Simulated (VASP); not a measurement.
Write the native input for VASP 6.6.1 that does the following.

- Task: single point
- Functional: PBE
- Potentials or basis: VASP PAW PBE potentials, release 64 (Zn, Tl_d)
- Cutoff: 520 eV
- k mesh: 6 × 6 × 4
- Occupations: gaussian, width 0.1 eV
- Spin: no spin polarisation
- Dipole correction: no
- Further INCAR settings: ALGO = Fast; EDIFF = 1e-06; NBANDS = 20

The structure of TlZn lies in POSCAR:

```
TlZn
1.0
    3.0782490300      0.0000000000      0.0000000000
   -1.5391245200      2.6658418600      0.0000000000
    0.0000000000      0.0000000000      5.3833440300
Zn Tl
1 1
Direct
    0.3333333300      0.6666666700      0.5000000000
    0.0000000000      0.0000000000      0.0000000000
```

The input as run:

INCAR

```
ALGO = Fast
EDIFF = 1E-6
ENCUT = 520
GGA = PE
ISIF = 2
ISMEAR = 0
LASPH = T
LCHARG = F
LREAL = F
LWAVE = F
NBANDS = 20
NELM = 80
PREC = Accurate
SIGMA = 0.1
```

KPOINTS

```
k-points
0
Gamma
  6 6 4
```

Potentials or basis: VASP PAW PBE potentials, release 64 (Zn, Tl_d).

Run with:

```bash
$ cat potpaw_PBE.64/Zn/POTCAR potpaw_PBE.64/Tl_d/POTCAR > POTCAR
$ mpirun -np 1 vasp_std > vasp.out
```

It gave:

| Quantity | Value |
| --- | --- |
| Pressure | 5.6 GPa |

Caveat: the k points lie up to 0.39 Å⁻¹ apart.

It took 10 s on 1 thread of AMD EPYC 9R45 96-Core Processor (Zen 5) (shared host), peak memory 0.13 GiB.
